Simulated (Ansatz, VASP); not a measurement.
# One calculation of TiAl3, two programs

POSCAR

```
TiAl3
1.0
    2.8396770000      0.0000000000      0.0000000000
    0.0000000000      4.6812640000      0.0000000000
    0.0000000000      0.0000000000      4.9007420000
Ti Al
1 3
Direct
    0.0000000000      0.5000000000      0.1659160000
    0.5000000000      0.5000000000      0.6672710000
    0.5000000000      0.0000000000      0.3309120000
    0.0000000000      0.0000000000      0.8359000000
```

Contents of INCAR.step1:

```
SYSTEM = TiAl3
ALGO = Normal
EDIFF = 1E-4
ENCUT = 520
GGA = PE
ISMEAR = 0
LASPH = .True.
LCHARG = .False.
LREAL = .False.
LWAVE = .True.
NBANDS = 18
NELM = 100
PREC = Accurate
SIGMA = 0.1
```

File INCAR.step2:

```
SYSTEM = TiAl3
ALGO = Normal
EDIFF = 1E-6
ENCUT = 520
ISIF = 2
ISMEAR = 0
ISTART = 1
LASPH = .True.
LCHARG = .False.
LMIXTAU = .True.
LREAL = .False.
LWAVE = .False.
METAGGA = R2SCAN
NBANDS = 18
NELM = 100
PREC = Accurate
SIGMA = 0.1
```

KPOINTS

```
k-points
0
Gamma
  22 14 12
  0 0 0
```

Input for Ansatz:

```yaml
crystal:
  lattice:
    - [2.839677, 0.0, 0.0]
    - [0.0, 4.681264, 0.0]
    - [0.0, 0.0, 4.900742]
  atoms:
    - { symbol: Ti, position: [0.0, 0.5, 0.165916] }
    - { symbol: Al, position: [0.5, 0.5, 0.667271] }
    - { symbol: Al, position: [0.5, 0.0, 0.330912] }
    - { symbol: Al, position: [0.0, 0.0, 0.8359] }
basis:
  ecutwfc: 500
kpoints:
  mp_grid: { grid: [22, 14, 12] }
hamiltonian:
  xc: r2scan
scf:
  occupations: { method: gaussian, width: 0.1 }
output:
  forces: true
  stress: true
  eigenvalues: true
```

Alike in both runs: task single point; functional r2SCAN; k mesh 22 × 14 × 12; occupations gaussian, width 0.1 eV; no spin polarisation.

|  | VASP | Ansatz |
| --- | --- | --- |
| version | VASP 6.6.1 | Ansatz 0.2.0 |
| potentials or method | VASP PAW PBE potentials, release 64 (Ti_sv, Al), cutoff 520 eV | scalar-relativistic, plane waves, PAW |
| valence electrons in the cell | 21 | 21 |

```csv
,VASP,Ansatz,Ansatz less VASP
gap on the k mesh at the Fermi level (eV),none,none,-
pressure (GPa),-2.3,-2.2,+0.09
"traceless stress, the component that is largest in VASP (GPa)",-1.44,-1.43,+0.008
rms of the force components (eV/Å),0.017,0.013,-0.0033
```

VASP's potentials were made for PBE, not for r2SCAN. Atom by atom the forces differ by 0.005 eV/Å (rms over components). A gap of «none» marks a metal or a gap that the smearing closes.
